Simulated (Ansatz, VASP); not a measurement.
# One calculation of SnS2, two programs

INCAR

```
PREC = Accurate
ENCUT = 400
EDIFF = 1E-8
ISMEAR = -1
SIGMA = 0.02
LREAL = False
LASPH = True
NELM = 200
ALGO = Normal
ISIF = 2
LWAVE = False
LCHARG = False
MAGMOM = 0 0 0 0 0 0 0 0 0
LORBIT = 11
LSORBIT = True
GGA_COMPAT = False
LORBMOM = True
GGA = PE
LEFG = True
NBANDS = 39
KPAR = 4
```

Contents of KPOINTS:

```
Automatic mesh
0
Gamma
  14 14 8
```

The input POSCAR:

```
SnS2
1.0
    3.6050000000      0.0000000000      0.0000000000
   -1.8025000000      3.1220215806      0.0000000000
    0.0000000000      0.0000000000      5.4600000000
Sn S
1 2
Direct
    0.0000000000      0.0000000000      0.0000000000
    0.6666666667      0.3333333333      0.7286993890
    0.3333333333      0.6666666667      0.2713006110
```

Input for Ansatz:

```yaml
crystal:
  lattice:
    - [3.605, 0.0, 0.0]
    - [-1.8025, 3.1220215806, 0.0]
    - [0.0, 0.0, 5.46]
  atoms:
    - { symbol: Sn, position: [0.0, 0.0, 0.0] }
    - { symbol: S, position: [0.6666666667, 0.3333333333, 0.728699389] }
    - { symbol: S, position: [0.3333333333, 0.6666666667, 0.271300611] }
kpoints:
  mp_grid: { grid: [14, 14, 8] }
scf:
  occupations: { method: fermi_dirac, width: 0.02 }
hamiltonian:
  xc: pbe
  pseudopotentials: { kind: paw_fr }
output:
  forces: true
  stress: true
  populations: true
  efg:
    quadrupole_moments_barn: { Sn: -0.132, S: -0.0694 }
    contact_densities: true
magnetization:
  noncollinear: true
  spin_orbit: true
```

Alike in both runs: task electric field gradients; functional PBE; k mesh 14 × 14 × 8; occupations fermi-dirac, width 0.02 eV; non-collinear spin, spin-orbit coupling.

```csv
,VASP,Ansatz
version,VASP 6.6.1,Ansatz 0.2.0
potentials or method,"VASP PAW PBE potentials, release 64 (Sn_d, S)",plane-wave PAW
plane-wave cutoff (eV),400,420
valence electrons in the cell,26,26
```

```csv
,VASP,Ansatz,Ansatz less VASP
pressure (GPa),7.3,7.4,+0.13
"traceless stress, the component that is largest in VASP (GPa)",-0.45,-0.48,-0.033
rms of the force components (eV/Å),0.004,0.002,-0.0028
size of Vzz on the site where it differs most (V/Å²),10.6,7.8,-2.79
```

Atom by atom the forces differ by 0.003 eV/Å (rms over components).
